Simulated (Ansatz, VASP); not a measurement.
## One calculation of SrCl2, two programs

INCAR

```
SYSTEM = SrCl2
ALGO = Normal
EDIFF = 1E-6
EDIFFG = -0.01
ENCUT = 600
GGA = PS
IBRION = 2
ISIF = 3
ISMEAR = 0
LASPH = .True.
LCHARG = .False.
LREAL = .False.
LWAVE = .False.
NELM = 100
NSW = 50
PREC = Accurate
SIGMA = 0.05
```

The input KPOINTS:

```
k-points
0
Gamma
  8 8 8
  0 0 0
```

POSCAR

```
SrCl2
1.0
    2.4416991184      1.4097156433      3.9901315514
   -2.4416991184      1.4097156433      3.9901315514
    0.0000000000     -2.8194312866      3.9901315514
Sr Cl
1 2
Direct
    0.0000000000      0.0000000000      0.0000000000
    0.2499365507      0.2499365507      0.2499365507
    0.7500634493      0.7500634493      0.7500634493
```

Input for Ansatz:

```yaml
crystal:
  lattice:
    - [2.4416991184, 1.4097156433, 3.9901315514]
    - [-2.4416991184, 1.4097156433, 3.9901315514]
    - [0.0, -2.8194312866, 3.9901315514]
  atoms:
    - { symbol: Sr, position: [0.0, 0.0, 0.0] }
    - { symbol: Cl, position: [0.2499365507, 0.2499365507, 0.2499365507] }
    - { symbol: Cl, position: [0.7500634493, 0.7500634493, 0.7500634493] }
basis:
  ecutwfc: 420
  ecutrho_ratio: 4
kpoints:
  mp_grid: { grid: [8, 8, 8] }
hamiltonian:
  xc: pbesol
scf:
  occupations: { method: gaussian, width: 0.05 }
output:
  forces: true
  stress: true
  eigenvalues: true
relax:
  f_tol: 0.01
  max_steps: 30
  cell: { stress_tol: 0.04 }
```

Alike in both runs: task relaxation of cell and atoms; functional PBEsol; k mesh 8 × 8 × 8; occupations gaussian, width 0.05 eV; no spin polarisation.

```csv
,VASP,Ansatz
version,VASP 6.6.1,Ansatz 0.2.0
potentials or method,"VASP PAW PBE potentials, release 64 (Sr_sv, Cl), cutoff 600 eV","scalar-relativistic, plane waves, PAW"
valence electrons in the cell,24,24
```

Ansatz gave:

| Property | Result |
| --- | --- |
| gap on the k mesh at the Fermi level, each at its own relaxed structure (eV) | 5.25 |
| relaxed volume (Å³/atom) | 27.47 |
| relaxed cell length with the largest relative difference (Å) | 4.886 |

Problem. What did VASP give for the same quantities?

Solution. gap on the k mesh at the Fermi level, each at its own relaxed structure (eV): 5.23; relaxed volume (Å³/atom): 27.59; relaxed cell length with the largest relative difference (Å): 4.893.

VASP's potentials were made for PBE, not for PBEsol.
